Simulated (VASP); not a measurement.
# Au (P6_3/mmc) in VASP: notebook

Au is run at these levels: PBEsol; tasks: electric field gradients.

All numbers are computed with VASP 6.6.1; they aren't measurements. Logs are shortened: lines on timing, memory, paths and dates and some standing lists are left out, and cuts for length are marked.

**1. The cell of the first run**

The structure is hexagonal, space group P6_3/mmc (No. 194). Conventional cell: a = 2.900 Å, b = 2.900 Å, c = 4.880 Å, α = 90.00°, β = 90.00°, γ = 120.00°. Au (site symmetry -6m2) has 12 Au at 2.90 to 2.96 Å within 3.8 Å.

**2. Electric field gradients, PBEsol**

Contents of INCAR:

```
PREC = Accurate
ENCUT = 400
EDIFF = 1E-8
ISMEAR = -1
SIGMA = 0.03
LREAL = F
LASPH = T
NELM = 120
ALGO = Normal
ISIF = 2
LWAVE = F
LCHARG = F
GGA = PS
LEFG = T
NBANDS = 26
GGA_COMPAT = F
```

Contents of KPOINTS:

```
regular mesh
0
Gamma
  14 14 8
```

Contents of POSCAR:

```
Au
1.0
    2.8999984104      0.0000000000      0.0000000000
   -1.4499992052      2.5114722944      0.0000000000
    0.0000000000      0.0000000000      4.8800000000
Au
2
Direct
    0.3333333333      0.6666666667      0.7500000000
    0.6666666667      0.3333333333      0.2500000000
```

Potentials or basis: VASP PAW PBE potentials, release 64 (Au_sv_GW).

Run with:

```bash
$ cat potpaw_PBE.64/Au_sv_GW/POTCAR > POTCAR
$ mpirun -np 1 vasp_std > vasp.out
```

OUTCAR:

```text
PREC = Accurate
   ENCUT = 400
   EDIFF = 1E-8
   ISMEAR = -1
   LREAL = F
   LASPH = T
   NELM = 120
   ISIF = 2
   GGA = PS

 ion  position               nearest neighbor table
   1  0.333  0.667  0.750-   2 2.96   2 2.96   2 2.96   2 2.96   2 2.96   2 2.96
   2  0.667  0.333  0.250-   1 2.96   1 2.96   1 2.96   1 2.96   1 2.96   1 2.96

  LATTYP: Found a hexagonal cell.
 ALAT       =     2.8999984104
 C/A-ratio  =     1.6827595431

  Lattice vectors:

 A1 = (   2.8999984104,   0.0000000000,   0.0000000000)
 A2 = (  -1.4499992052,   2.5114722944,   0.0000000000)
 A3 = (   0.0000000000,   0.0000000000,   4.8800000000)

Analysis of symmetry for initial positions (statically):
=====================================================================
 Subroutine PRICEL returns:
 Original cell was already a primitive cell.

 Routine SETGRP: Setting up the symmetry group for a
 hexagonal supercell.

 Subroutine GETGRP returns: Found 24 space group operations
 (whereof 12 operations were pure point group operations)
 out of a pool of 24 trial point group operations.

The static configuration has the point symmetry D_3d.
 The point group associated with its full space group is D_6h.

Analysis of symmetry for dynamics (positions and initial velocities):
=====================================================================
 Subroutine PRICEL returns:
 Original cell was already a primitive cell.

 Routine SETGRP: Setting up the symmetry group for a
 hexagonal supercell.

 Subroutine GETGRP returns: Found 24 space group operations
 (whereof 12 operations were pure point group operations)
 out of a pool of 24 trial point group operations.

The dynamic configuration has the point symmetry D_3d.
 The point group associated with its full space group is D_6h.

 Subroutine INISYM returns: Found 24 space group operations
 (whereof 12 operations are pure point group operations),
 and found     1 'primitive' translations

----------------------------------------------------------------------------------------

                                     Primitive cell

  volume of cell :      35.5423

  direct lattice vectors                    reciprocal lattice vectors
     2.899998410  0.000000000  0.000000000     0.344827775  0.199086409  0.000000000
    -1.449999205  2.511472294  0.000000000     0.000000000  0.398172818  0.000000000
     0.000000000  0.000000000  4.880000000     0.000000000  0.000000000  0.204918033

  length of vectors
     2.899998410  2.899998410  4.880000000     0.398172818  0.398172818  0.204918033

  position of ions in fractional coordinates (direct lattice)
     0.333333333  0.666666667  0.750000000
     0.666666667  0.333333333  0.250000000

  ion indices of the primitive-cell ions
   primitive index   ion index
                 1           1
                 2           2

----------------------------------------------------------------------------------------

 KPOINTS: regular mesh

Automatic generation of k-mesh.
 Grid dimensions read from file:
 generate k-points for:   14   14    8

 Generating k-lattice:

  Cartesian coordinates                     Fractional coordinates (reciprocal lattice)
     0.024630555  0.014220458  0.000000000     0.071428571  0.000000000  0.000000000
     0.000000000  0.028440916  0.000000000     0.000000000  0.071428571  0.000000000
     0.000000000  0.000000000  0.025614754     0.000000000  0.000000000  0.125000000

  Length of vectors
     0.028440916  0.028440916  0.025614754

  Shift w.r.t. Gamma in fractional coordinates (k-lattice)
     0.000000000  0.000000000  0.000000000

 Subroutine IBZKPT returns following result:
 ===========================================

 Found    120 irreducible k-points:

 Following reciprocal coordinates:
            Coordinates               Weight
  0.000000  0.000000  0.000000      1.000000
  0.071429 -0.000000  0.000000      6.000000
  0.142857  0.000000  0.000000      6.000000
  0.214286 -0.000000  0.000000      6.000000
  0.285714  0.000000  0.000000      6.000000
  0.357143  0.000000  0.000000      6.000000
[... 16 lines left out ...]
  0.285714  0.285714  0.000000      6.000000
  0.357143  0.285714  0.000000      6.000000
 [... further k-points ...]
   k-points           NKPTS =    120   k-points in BZ     NKDIM =    120   number of bands    NBANDS=     26
   number of dos      NEDOS =    301   number of ions     NIONS =      2
   total plane-waves  NPLWV =  12800
   dimension x,y,z NGX =    20 NGY =   20 NGZ =   32
   dimension x,y,z NGXF=    40 NGYF=   40 NGZF=   64
   ions per type =               2
   NGX,Y,Z   is equivalent  to a cutoff of  11.47, 11.47, 10.90 a.u.
   NGXF,Y,Z  is equivalent  to a cutoff of  22.93, 22.93, 21.80 a.u.
 SYSTEM =  unknown system
   PREC   = accura    normal or accurate (medium, high low for compatibility)
   ISTART =      0    job   : 0-new  1-cont  2-samecut
   ICHARG =      2    charge: 1-file 2-atom 10-const
   ISPIN  =      1    spin polarized calculation?
   LNONCOLLINEAR =      F non collinear calculations
   LSORBIT =      F    spin-orbit coupling
   LASPH  =      T    aspherical Exc in radial PAW
   ENCUT  =  400.0 eV  29.40 Ry    5.42 a.u.   4.73  4.73  7.96*2*pi/ulx,y,z
   NELM   =    120;   NELMIN=  2; NELMDL= -5     # of ELM steps
   EDIFF  = 0.1E-07   stopping-criterion for ELM
   LREAL  =      F    real-space projection
   EDIFFG = 0.1E-06   stopping-criterion for IOM
   NSW    =      0    number of steps for IOM
   IBRION =     -1    ionic relax: 0-MD 1-quasi-New 2-CG
   NFREE  =      0    steps in history (QN), initial steepest desc. (CG)
   ISIF   =      2    stress and relaxation
   ISYM   =      2    0-nonsym 1-usesym 2-fastsym
   POTIM  = 0.5000    time-step for ionic-motion
   TEBEG  =    0.0;   TEEND  =   0.0 temperature during run
   PSTRESS=    0.0 pullay stress
   NELECT =      38.0000    total number of electrons
   NUPDOWN=      -1.0000    fix difference up-down
   EMIN   =  10.00;   EMAX   =-10.00  energy-range for DOS
   EFERMI =   0.00;   METHOD = LEGACY
   ISMEAR =    -1;   SIGMA  =   0.03  broadening in eV -4-tet -1-fermi 0-gaus
   EFERMI_NEDOS =   21; number of points for ismear=-14 and -15
   IALGO  =     38    algorithm
   IMIX   =      4    mixing-type and parameters
     AMIX     =   0.40;   BMIX     =  1.00
     AMIX_MAG =   1.60;   BMIX_MAG =  1.00
  volume/ion in A,a.u.               =      17.77       119.93
  Fermi-wavevector in a.u.,A,eV,Ry     =   1.673995  3.163391 38.127031  2.802258
  Thomas-Fermi vector in A             =   2.758868
   LORBIT       =      0    0 simple, 1 ext, 2 COOP (PROOUT), +10 PAW based schemes
   GGA     = PS    functional components
   LHFCALC =     F    Hartree Fock is set to
   AEXX    =    0.0000 exact exchange contribution
   IVDW    =     0    specifies the selected vdW correction
   LEPSILON=     F    determine dielectric tensor
   LRPA    =     F    only Hartree local field effects (RPA)
 non-spin polarized calculation
  energy-cutoff  :      400.00
  volume of cell :       35.54
 maximum number of plane-waves:       658
 NGX is ok and might be reduce to    20
   NGX =  9   NGY =  9   NGZ = 15

 number of electron      38.0000020 magnetization

 Free energy of the ion-electron system (eV)
  ---------------------------------------------------
  ext. energy  EPLUGINS =         0.00000000
  ---------------------------------------------------
  free energy    TOTEN  =        -6.55978836 eV

  energy without entropy =       -6.55581266  energy(sigma->0) =       -6.55780051

 E-fermi :   7.9509     XC(G=0): -13.2339

 val. band max:        7.9425808477   @ k =   0.3571   0.1429   0.2500
 cond. band min:       7.9713840293   @ k =   0.1429   0.0000   0.1250
 fundamental gap:      0.0288031816
 Fermi energy:         7.9508880957

 k-point     1 :       0.0000    0.0000    0.0000
  band No.  band energies     occupation
      1     -97.5845      2.00000
      2     -97.5764      2.00000
      3     -48.9444      2.00000
      4     -48.8041      2.00000
      5     -48.8041      2.00000
      6     -48.7810      2.00000
[... 18 lines left out ...]
     25      26.0749      0.00000
     26      26.0749      0.00000

 k-point     2 :       0.0714   -0.0000    0.0000
  band No.  band energies     occupation
      1     -97.5840      2.00000
      2     -97.5760      2.00000
      3     -48.9411      2.00000
      4     -48.8120      2.00000
      5     -48.8064      2.00000
      6     -48.7889      2.00000
[... 18 lines left out ...]
     25      25.2444      0.00000
     26      25.6278      0.00000

 k-point     3 :       0.1429    0.0000    0.0000
  band No.  band energies     occupation
      1     -97.5826      2.00000
      2     -97.5757      2.00000
      3     -48.9334      2.00000
      4     -48.8337      2.00000
      5     -48.8135      2.00000
      6     -48.8105      2.00000
[... 18 lines left out ...]
     25      24.3110      0.00000
     26      25.6630      0.00000

 k-point     4 :       0.2143   -0.0000    0.0000
  band No.  band energies     occupation
      1     -97.5804      2.00000
      2     -97.5741      2.00000
      3     -48.9205      2.00000
      4     -48.8645      2.00000
      5     -48.8421      2.00000
      6     -48.8226      2.00000
[... 18 lines left out ...]
     25      24.4583      0.00000
     26      24.9812      0.00000

 k-point     5 :       0.2857    0.0000    0.0000
  band No.  band energies     occupation
      1     -97.5780      2.00000
      2     -97.5728      2.00000
      3     -48.9048      2.00000
      4     -48.8989      2.00000
      5     -48.8770      2.00000
      6     -48.8330      2.00000
[... 18 lines left out ...]
     25      22.4358      0.00000
     26      24.4414      0.00000

 k-point     6 :       0.3571    0.0000    0.0000
  band No.  band energies     occupation
      1     -97.5762      2.00000
      2     -97.5722      2.00000
      3     -48.9309      2.00000
      4     -48.9095      2.00000
      5     -48.8887      2.00000
      6     -48.8423      2.00000
[... 427 lines left out ...]
 k-point    21 :       0.2857    0.2143    0.0000
  band No.  band energies     occupation
      1     -97.5742      2.00000
      2     -97.5711      2.00000
      3     -48.9312      2.00000
      4     -48.9183      2.00000
      5     -48.8695      2.00000
      6     -48.8686      2.00000
[... 18 lines left out ...]
     25      20.9144      0.00000
     26      21.5047      0.00000

 k-point    22 :       0.3571    0.2143    0.0000
  band No.  band energies     occupation
      1     -97.5728      2.00000
      2     -97.5710      2.00000
      3     -48.9400      2.00000
      4     -48.9189      2.00000
      5     -48.8820      2.00000
      6     -48.8572      2.00000
[... 18 lines left out ...]
     25      19.7247      0.00000
     26      20.9127      0.00000

 k-point    23 :       0.2857    0.2857    0.0000
  band No.  band energies     occupation
      1     -97.5727      2.00000
      2     -97.5710      2.00000
      3     -48.9305      2.00000
      4     -48.9153      2.00000
      5     -48.8871      2.00000
      6     -48.8649      2.00000
[... 18 lines left out ...]
     25      19.3987      0.00000
     26      19.9481      0.00000

 k-point    24 :       0.3571    0.2857    0.0000
  band No.  band energies     occupation
      1     -97.5717      2.00000
      2     -97.5708      2.00000
      3     -48.9291      2.00000
      4     -48.9066      2.00000
      5     -48.8994      2.00000
      6     -48.8738      2.00000
[... 18 lines left out ...]
     25      18.7881      0.00000
     26      19.0127      0.00000

 [... further k-points ...]
[... 5 lines left out ...]
  --------------------------------------------------------------------------------------
  -------------------------------------------------------------------------------------
  Total       -2.2427246     -2.2427246     -2.3286774      0.0000000      0.0000000      0.0000000
  in kB     -101.0975308   -101.0975308   -104.9721114      0.0000000      0.0000000      0.0000000
  external PRESSURE =    -102.3890577 kB  Pullay stress =       0.0000000 kB

 VOLUME and BASIS-vectors are now :
 -----------------------------------------------------------------------------
  energy-cutoff  :      400.00
  volume of cell :       35.54
      direct lattice vectors                 reciprocal lattice vectors
     2.899998410  0.000000000  0.000000000     0.344827775  0.199086409  0.000000000
    -1.449999205  2.511472294  0.000000000     0.000000000  0.398172818  0.000000000
     0.000000000  0.000000000  4.880000000     0.000000000  0.000000000  0.204918033

 POSITION                                       TOTAL-FORCE (eV/Angst)
 -----------------------------------------------------------------------------------
     -0.00000      1.67431      3.66000        -0.000000     -0.000000      0.000000
      1.45000      0.83716      1.22000         0.000000      0.000000      0.000000
 -----------------------------------------------------------------------------------
    total drift:                               -0.000000      0.000000     -0.000000

  FREE ENERGIE OF THE ION-ELECTRON SYSTEM (eV)
  ---------------------------------------------------
  free  energy   TOTEN  =        -6.5597883568 eV

  energy  without entropy=       -6.5558126602  energy(sigma->0) =       -6.55780051

 Electric field gradients (V/A^2)
---------------------------------------------------------------------
 ion       V_xx      V_yy      V_zz      V_xy      V_xz      V_yz
---------------------------------------------------------------------
   1      -8.080    -8.077    16.157     0.002     0.000    -0.000
   2      -8.080    -8.077    16.157     0.002    -0.000     0.000
---------------------------------------------------------------------

 Electric field gradients after diagonalization (V/A^2)
 (convention: |V_zz| > |V_xx| > |V_yy|)
----------------------------------------------------------------------
 ion       V_xx      V_yy      V_zz     asymmetry (V_yy - V_xx)/ V_zz
----------------------------------------------------------------------
   1      -8.081    -8.076    16.157       0.000
   2      -8.081    -8.076    16.157       0.000
----------------------------------------------------------------------

           NMR quadrupolar parameters

 Cq : quadrupolar parameter    Cq=e*Q*V_zz/h
 eta: asymmetry parameters     (V_yy - V_xx)/ V_zz
 Q  : nuclear electric quadrupole moment in mb (millibarn)
----------------------------------------------------------------------
 ion       Cq(MHz)       eta       Q (mb)
----------------------------------------------------------------------
   1       0.039       0.000       1.000
   2       0.039       0.000       1.000
----------------------------------------------------------------------
```

It took 35 s on 1 thread of Intel Xeon 6975P-C (Granite Rapids), shared host; peak memory 0.18 GiB.

Results:

```yaml
Free_energy: -6.5598 eV
Pressure: -10.2 GPa
Band_gap_on_the_k_mesh: zero (band 19 reaches 11.72 eV, above the bottom of band 20 at 5.40 eV)
```

Stress tensor (GPa, compression positive):
```
-10.11   0.00   0.00
  0.00 -10.11   0.00
  0.00   0.00 -10.50
```

Electric field gradients, principal values (V/Å²):
```
atom   least  middle  greatest (by size)
1 Au  -8.076  -8.081              16.157
2 Au  -8.076  -8.081              16.157
```

Caveat: without QUAD_EFG the Cq values of the log hold for a quadrupole moment of 1 mb, not for the nuclei; the PAW data sets were made with another functional, which shifts forces and pressure a little; spin-orbit coupling is left out, which moves the levels of the heavy elements.

(Continued in part 2 of 2.)
